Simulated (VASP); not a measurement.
# SiC (P6_3mc) in VASP: notebook

The runs below take SiC through single point, relaxation of cell and atoms, with PBE.

Program: VASP 6.6.1. These are calculated values, not measurements. Logs are shortened: lines on timing, memory, paths and dates and some standing lists are left out, and cuts for length are marked.

**1. The cell of the first run**

Symmetry: P6_3mc, No. 186, hexagonal system. Conventional cell: a = 3.095 Å, b = 3.095 Å, c = 15.186 Å, α = 90.00°, β = 90.00°, γ = 120.00°. Si (site symmetry 3m) has 4 C at 1.90 Å within 2.5 Å. Si (site symmetry 3m) has 4 C at 1.89 to 1.90 Å within 2.5 Å. Within 2.5 Å of Si (site symmetry 3m) lie 4 C at 1.89 to 1.90 Å. Within 2.5 Å of C (site symmetry 3m) lie 4 Si at 1.89 to 1.90 Å. C (site symmetry 3m) has 4 Si at 1.90 Å within 2.5 Å. C (site symmetry 3m) has 4 Si at 1.89 to 1.90 Å within 2.5 Å.

**2. Single point, PBE**

The input, INCAR:

```
SYSTEM = SiC
  ALGO = Normal
  EDIFF = 1E-6
  ENCUT = 520
  GGA = PE
  ISIF = 2
  ISMEAR = 0
  LASPH = .TRUE.
  LCHARG = .FALSE.
  LREAL = .FALSE.
  LWAVE = .FALSE.
  NBANDS = 36
  NELM = 100
  PREC = Accurate
  SIGMA = 0.01
```

The input, KPOINTS:

```
k-points
0
G
  10 10 2
  0 0 0
```

The input, POSCAR:

```
SiC
1.0
    3.0950112930      0.0000000000      0.0000000000
   -1.5475056465      2.6803584047      0.0000000000
    0.0000000000      0.0000000000     15.1863568953
Si C
6 6
Direct
    0.0000000000      0.0000000000      0.1250403106
    0.0000000000      0.0000000000      0.6250403106
    0.3333333333      0.6666666667      0.2918184105
    0.6666666667      0.3333333333      0.7918184105
    0.3333333333      0.6666666667      0.9583101363
    0.6666666667      0.3333333333      0.4583101363
    0.0000000000      0.0000000000     -0.0003127470
    0.0000000000      0.0000000000      0.4996872530
    0.3333333333      0.6666666667      0.1668289960
    0.6666666667      0.3333333333      0.6668289960
    0.3333333333      0.6666666667      0.8333148937
    0.6666666667      0.3333333333      0.3333148937
```

Potentials or basis: VASP PAW PBE potentials, release 64 (Si, C).

Launch:

```bash
cat potpaw_PBE.64/Si/POTCAR potpaw_PBE.64/C/POTCAR > POTCAR
mpirun -np 1 vasp_std > vasp.out
```

OUTCAR:

```text
SYSTEM = SiC
   EDIFF = 1E-6
   ENCUT = 520
   GGA = PE
   ISIF = 2
   ISMEAR = 0
   LASPH = .TRUE.
   LREAL = .FALSE.
   NELM = 100
   PREC = Accurate

 ion  position               nearest neighbor table
   1  0.000  0.000  0.125-   9 1.90   9 1.90   9 1.90   7 1.90   5 3.10   5 3.10   5 3.10   3 3.10
                             3 3.10   3 3.10
   2  0.000  0.000  0.625-  10 1.90  10 1.90  10 1.90   8 1.90   6 3.10   6 3.10   6 3.10   4 3.10
                             4 3.10   4 3.10
   3  0.333  0.667  0.292-  12 1.89  12 1.89  12 1.89   9 1.90   6 3.10   6 3.10   6 3.10   1 3.10
                             1 3.10   1 3.10
   4  0.667  0.333  0.792-  11 1.89  11 1.89  11 1.89  10 1.90   5 3.10   5 3.10   5 3.10   2 3.10
                             2 3.10   2 3.10
   5  0.333  0.667  0.958-   7 1.89   7 1.89   7 1.89  11 1.90   4 3.10   4 3.10   4 3.10   1 3.10
                             1 3.10   1 3.10
   6  0.667  0.333  0.458-   8 1.89   8 1.89   8 1.89  12 1.90   3 3.10   3 3.10   3 3.10   2 3.10
                             2 3.10   2 3.10
   7  0.000  0.000  1.000-   5 1.89   5 1.89   5 1.89   1 1.90
   8  0.000  0.000  0.500-   6 1.89   6 1.89   6 1.89   2 1.90
   9  0.333  0.667  0.167-   1 1.90   1 1.90   1 1.90   3 1.90
  10  0.667  0.333  0.667-   2 1.90   2 1.90   2 1.90   4 1.90
  11  0.333  0.667  0.833-   4 1.89   4 1.89   4 1.89   5 1.90
  12  0.667  0.333  0.333-   3 1.89   3 1.89   3 1.89   6 1.90

  LATTYP: Found a hexagonal cell.
 ALAT       =     3.0950112930
 C/A-ratio  =     4.9067209963

  Lattice vectors:

 A1 = (   3.0950112930,   0.0000000000,   0.0000000000)
 A2 = (  -1.5475056465,   2.6803584047,   0.0000000000)
 A3 = (   0.0000000000,   0.0000000000,  15.1863568953)

Analysis of symmetry for initial positions (statically):
=====================================================================
 Subroutine PRICEL returns:
 Original cell was already a primitive cell.

 Routine SETGRP: Setting up the symmetry group for a
 hexagonal supercell.

 Subroutine GETGRP returns: Found 12 space group operations
 (whereof  6 operations were pure point group operations)
 out of a pool of 24 trial point group operations.

The static configuration has the point symmetry C_3v.
 The point group associated with its full space group is C_6v.

Analysis of symmetry for dynamics (positions and initial velocities):
=====================================================================
 Subroutine PRICEL returns:
 Original cell was already a primitive cell.

 Routine SETGRP: Setting up the symmetry group for a
 hexagonal supercell.

 Subroutine GETGRP returns: Found 12 space group operations
 (whereof  6 operations were pure point group operations)
 out of a pool of 24 trial point group operations.

The dynamic configuration has the point symmetry C_3v.
 The point group associated with its full space group is C_6v.

 Subroutine INISYM returns: Found 12 space group operations
 (whereof  6 operations are pure point group operations),
 and found     1 'primitive' translations

----------------------------------------------------------------------------------------

                                     Primitive cell

  volume of cell :     125.9821

  direct lattice vectors                    reciprocal lattice vectors
     3.095011293  0.000000000  0.000000000     0.323100598  0.186542217  0.000000000
    -1.547505647  2.680358405  0.000000000     0.000000000  0.373084435  0.000000000
     0.000000000  0.000000000 15.186356895     0.000000000  0.000000000  0.065848578

  length of vectors
     3.095011293  3.095011293 15.186356895     0.373084435  0.373084435  0.065848578

  position of ions in fractional coordinates (direct lattice)
     0.000000000  0.000000000  0.125040311
     0.000000000  0.000000000  0.625040311
     0.333333333  0.666666667  0.291818410
     0.666666667  0.333333333  0.791818410
     0.333333333  0.666666667  0.958310136
     0.666666667  0.333333333  0.458310136
     0.000000000  0.000000000  0.999687253
     0.000000000  0.000000000  0.499687253
     0.333333333  0.666666667  0.166828996
     0.666666667  0.333333333  0.666828996
     0.333333333  0.666666667  0.833314894
     0.666666667  0.333333333  0.333314894

  ion indices of the primitive-cell ions
   primitive index   ion index
                 1           1
                 2           2
                 3           3
                 4           4
                 5           5
                 6           6
                 7           7
                 8           8
                 9           9
                10          10
                11          11
                12          12

----------------------------------------------------------------------------------------

 KPOINTS: k-points

Automatic generation of k-mesh.
 Grid dimensions read from file:
 generate k-points for:   10   10    2

 Generating k-lattice:

  Cartesian coordinates                     Fractional coordinates (reciprocal lattice)
     0.032310060  0.018654222  0.000000000     0.100000000  0.000000000  0.000000000
     0.000000000  0.037308443  0.000000000     0.000000000  0.100000000  0.000000000
     0.000000000  0.000000000  0.032924289     0.000000000  0.000000000  0.500000000

  Length of vectors
     0.037308443  0.037308443  0.032924289

  Shift w.r.t. Gamma in fractional coordinates (k-lattice)
     0.000000000  0.000000000  0.000000000

 Subroutine IBZKPT returns following result:
 ===========================================

 Found     28 irreducible k-points:

 Following reciprocal coordinates:
            Coordinates               Weight
  0.000000  0.000000  0.000000      1.000000
  0.100000  0.000000  0.000000      6.000000
  0.200000  0.000000  0.000000      6.000000
  0.300000  0.000000  0.000000      6.000000
  0.400000 -0.000000  0.000000      6.000000
  0.500000  0.000000  0.000000      3.000000
[... 16 lines left out ...]
  0.300000  0.100000  0.500000     12.000000
  0.400000  0.100000  0.500000     12.000000
 [... further k-points ...]
   k-points           NKPTS =     28   k-points in BZ     NKDIM =     28   number of bands    NBANDS=     36
   number of dos      NEDOS =    301   number of ions     NIONS =     12
   total plane-waves  NPLWV =  69120
   dimension x,y,z NGX =    24 NGY =   24 NGZ =  120
   dimension x,y,z NGXF=    48 NGYF=   48 NGZF=  240
   ions per type =               6   6
   NGX,Y,Z   is equivalent  to a cutoff of  12.89, 12.89, 13.14 a.u.
   NGXF,Y,Z  is equivalent  to a cutoff of  25.78, 25.78, 26.27 a.u.
 SYSTEM =  SiC
   PREC   = accura    normal or accurate (medium, high low for compatibility)
   ISTART =      0    job   : 0-new  1-cont  2-samecut
   ICHARG =      2    charge: 1-file 2-atom 10-const
   ISPIN  =      1    spin polarized calculation?
   LNONCOLLINEAR =      F non collinear calculations
   LSORBIT =      F    spin-orbit coupling
   LASPH  =      T    aspherical Exc in radial PAW
   ENCUT  =  520.0 eV  38.22 Ry    6.18 a.u.   5.75  5.75 28.24*2*pi/ulx,y,z
   NELM   =    100;   NELMIN=  2; NELMDL= -5     # of ELM steps
   EDIFF  = 0.1E-05   stopping-criterion for ELM
   LREAL  =      F    real-space projection
   EDIFFG = 0.1E-04   stopping-criterion for IOM
   NSW    =      0    number of steps for IOM
   IBRION =     -1    ionic relax: 0-MD 1-quasi-New 2-CG
   NFREE  =      0    steps in history (QN), initial steepest desc. (CG)
   ISIF   =      2    stress and relaxation
   ISYM   =      2    0-nonsym 1-usesym 2-fastsym
   POTIM  = 0.5000    time-step for ionic-motion
   TEBEG  =    0.0;   TEEND  =   0.0 temperature during run
   PSTRESS=    0.0 pullay stress
   NELECT =      48.0000    total number of electrons
   NUPDOWN=      -1.0000    fix difference up-down
   EMIN   =  10.00;   EMAX   =-10.00  energy-range for DOS
   EFERMI =   0.00;   METHOD = LEGACY
   ISMEAR =     0;   SIGMA  =   0.01  broadening in eV -4-tet -1-fermi 0-gaus
   EFERMI_NEDOS =   21; number of points for ismear=-14 and -15
   IALGO  =     38    algorithm
   IMIX   =      4    mixing-type and parameters
     AMIX     =   0.40;   BMIX     =  1.00
     AMIX_MAG =   1.60;   BMIX_MAG =  1.00
  volume/ion in A,a.u.               =      10.50        70.85
  Fermi-wavevector in a.u.,A,eV,Ry     =   1.186822  2.242769 19.164446  1.408547
  Thomas-Fermi vector in A             =   2.322987
   LORBIT       =      0    0 simple, 1 ext, 2 COOP (PROOUT), +10 PAW based schemes
   GGA     = PE    functional components
   LHFCALC =     F    Hartree Fock is set to
   AEXX    =    0.0000 exact exchange contribution
   IVDW    =     0    specifies the selected vdW correction
   LEPSILON=     F    determine dielectric tensor
   LRPA    =     F    only Hartree local field effects (RPA)
 non-spin polarized calculation
 Gauss-broadening in eV      SIGMA  =   0.01
  energy-cutoff  :      520.00
  volume of cell :      125.98
 maximum number of plane-waves:      3444
 NGX is ok and might be reduce to    24
   NGX = 11   NGY = 11   NGZ = 57

 number of electron      48.0000002 magnetization

 Free energy of the ion-electron system (eV)
  ---------------------------------------------------
  ext. energy  EPLUGINS =         0.00000000
  ---------------------------------------------------
  free energy    TOTEN  =       -90.37341098 eV

  energy without entropy =      -90.37341098  energy(sigma->0) =      -90.37341098

 E-fermi :   8.0557     XC(G=0): -11.2907

 val. band max:        7.9887580356   @ k =   0.0000   0.0000   0.0000
 cond. band min:      10.0180583786   @ k =   0.5000   0.0000   0.0000
 fundamental gap:      2.0293003430
 Fermi energy:         8.0556829198

 k-point     1 :       0.0000    0.0000    0.0000
  band No.  band energies     occupation
      1      -7.3523      2.00000
      2      -6.8368      2.00000
      3      -6.8018      2.00000
      4      -5.3268      2.00000
      5      -5.2984      2.00000
      6      -3.8402      2.00000
[... 28 lines left out ...]
     35      15.2452      0.00000
     36      15.3564      0.00000
[... 866 lines left out ...]
      6      -2.5305      2.00000
[... 28 lines left out ...]
     35      15.4421      0.00000
     36      15.4421      0.00000

 [... further k-points ...]
[... 5 lines left out ...]
  --------------------------------------------------------------------------------------
  -------------------------------------------------------------------------------------
  Total       -0.0400225     -0.0400225     -0.0328565     -0.0000000      0.0000000      0.0000000
  in kB       -0.5089868     -0.5089868     -0.4178526     -0.0000000      0.0000000      0.0000000
  external PRESSURE =      -0.4786087 kB  Pullay stress =       0.0000000 kB

 VOLUME and BASIS-vectors are now :
 -----------------------------------------------------------------------------
  energy-cutoff  :      520.00
  volume of cell :      125.98
      direct lattice vectors                 reciprocal lattice vectors
     3.095011293  0.000000000  0.000000000     0.323100598  0.186542217  0.000000000
    -1.547505647  2.680358405  0.000000000     0.000000000  0.373084435  0.000000000
     0.000000000  0.000000000 15.186356895     0.000000000  0.000000000  0.065848578

 POSITION                                       TOTAL-FORCE (eV/Angst)
 -----------------------------------------------------------------------------------
      0.00000      0.00000      1.89891        -0.000000      0.000000      0.001221
      0.00000      0.00000      9.49209         0.000000      0.000000      0.001221
     -0.00000      1.78691      4.43166         0.000000     -0.000000     -0.000660
      1.54751      0.89345     12.02484        -0.000000      0.000000     -0.000660
     -0.00000      1.78691     14.55324         0.000000     -0.000000     -0.001091
      1.54751      0.89345      6.96006        -0.000000      0.000000     -0.001091
      0.00000      0.00000     15.18161        -0.000000     -0.000000     -0.000117
      0.00000      0.00000      7.58843         0.000000      0.000000     -0.000117
     -0.00000      1.78691      2.53352        -0.000000      0.000000      0.000533
      1.54751      0.89345     10.12670         0.000000     -0.000000      0.000533
     -0.00000      1.78691     12.65502        -0.000000      0.000000      0.000115
      1.54751      0.89345      5.06184         0.000000      0.000000      0.000115
 -----------------------------------------------------------------------------------
    total drift:                                0.000000      0.000000     -0.000689

  FREE ENERGIE OF THE ION-ELECTRON SYSTEM (eV)
  ---------------------------------------------------
  free  energy   TOTEN  =       -90.3734109817 eV

  energy  without entropy=      -90.3734109817  energy(sigma->0) =      -90.37341098
```

It took 2.2 min on 1 thread of Intel Xeon Platinum 8488C (Sapphire Rapids), shared host; peak memory 0.28 GiB.

What came out:

| Quantity | Value |
| --- | --- |
| Free energy | -90.3734 eV |
| Pressure | 0.0 GPa |
| Band gap on the k mesh | 2.03 eV, indirect (least direct gap 3.12 eV) |

**3. Relaxation of cell and atoms, PBE**

The input, INCAR:

```
PREC = Accurate
ENCUT = 600
EDIFF = 1E-6
ISMEAR = 0
SIGMA = 0.01
LREAL = F
LASPH = T
NELM = 60
ALGO = Normal
ISIF = 3
LWAVE = F
LCHARG = F
GGA = PE
IBRION = 2
NSW = 80
EDIFFG = -0.001
```

The input, KPOINTS:

```
Automatic mesh
0
Gamma
  10 10 2
```

The input, POSCAR:

```
SiC
1.0
    3.0950000000      0.0000000000      0.0000000000
   -1.5475000000      2.6803486247      0.0000000000
    0.0000000000      0.0000000000     15.1700000000
Si C
6 6
Direct
    0.0000000000      0.0000000000      0.1250000000
    0.0000000000      0.0000000000      0.6250000000
    0.3333333333      0.6666666667      0.2917000000
    0.6666666667      0.3333333333      0.7917000000
    0.3333333333      0.6666666667      0.9583000000
    0.6666666667      0.3333333333      0.4583000000
    0.0000000000      0.0000000000      0.0000000000
    0.0000000000      0.0000000000      0.5000000000
    0.3333333333      0.6666666667      0.1667000000
    0.6666666667      0.3333333333      0.6667000000
    0.3333333333      0.6666666667      0.8333000000
    0.6666666667      0.3333333333      0.3333000000
```

Potentials or basis: VASP PAW PBE potentials, release 64 (Si, C).

Launch:

```bash
cat potpaw_PBE.64/Si/POTCAR potpaw_PBE.64/C/POTCAR > POTCAR
mpirun -np 1 vasp_std > vasp.out
```

Wall time 11 min (1 thread of Intel Xeon Platinum 8488C (Sapphire Rapids), shared host); peak memory 0.35 GiB.

The run converged. Its results:

| Item | Value |
| --- | --- |
| Free energy | -90.3815 eV |
| Relaxed volume | 10.49 Å³/atom |
| Relaxed cell | a = 3.094 Å, b = 3.094 Å, c = 15.182 Å, α = 90.00°, β = 90.00°, γ = 120.00° |
| Space group after relaxing (to 0.05 Å) | P6_3mc (No. 186) |
| Energy gained by relaxing | 0.1 meV/atom |
| Ionic steps | 9 |
| Pressure after relaxing | 0.0 GPa |
| Band gap on the k mesh | 2.03 eV, indirect (least direct gap 3.12 eV) |

The path:
```
step  energy change (eV)  largest force (eV/Å)  pressure (GPa)  volume (Å³)
   1              0.0000                0.1416            0.05       125.85
   2             -0.0001                0.1101           -0.04       125.90
   3             -0.0009                0.0298            0.00       125.87
   4             -0.0010                0.0045            0.00       125.88
   5             -0.0010                0.0035           -0.01       125.88
   6             -0.0010                0.0037           -0.01       125.88
   7             -0.0010                0.0033           -0.01       125.88
   8             -0.0010                0.0031            0.00       125.87
   9             -0.0010                0.0006            0.00       125.87
```

Final structure:
```cif
data_structure
_symmetry_space_group_name_H-M 'P 1'
_symmetry_Int_Tables_number 1
_cell_length_a 3.0941
_cell_length_b 3.0941
_cell_length_c 15.1823
_cell_angle_alpha 90.000
_cell_angle_beta 90.000
_cell_angle_gamma 120.000
_cell_volume 125.87
loop_
_atom_site_label
_atom_site_type_symbol
_atom_site_fract_x
_atom_site_fract_y
_atom_site_fract_z
_atom_site_occupancy
Si1 Si 0.00000 0.00000 0.12504 1
Si2 Si 0.00000 0.00000 0.62504 1
Si3 Si 0.33333 0.66667 0.29182 1
Si4 Si 0.66667 0.33333 0.79182 1
Si5 Si 0.33333 0.66667 0.95831 1
Si6 Si 0.66667 0.33333 0.45831 1
C1 C 0.00000 0.00000 0.99969 1
C2 C 0.00000 0.00000 0.49969 1
C3 C 0.33333 0.66667 0.16683 1
C4 C 0.66667 0.33333 0.66683 1
C5 C 0.33333 0.66667 0.83331 1
C6 C 0.66667 0.33333 0.33331 1
```

Levels at points of the mesh, in eV from the valence-band top:
```tsv
k point	band 22	band 23	band 24	band 25	band 26	band 27
(0.00, 0.00, 0.00)	-0.04	0.00	0.00	5.06	5.23	5.63
(0.50, 0.00, 0.00)	-1.77	-1.65	-1.10	2.03	2.21	3.19
(0.00, 0.00, 0.50)	-0.10	-0.10	-0.10	5.13	5.13	5.87
(0.50, 0.00, 0.50)	-1.70	-1.30	-1.30	2.07	2.07	3.41
```
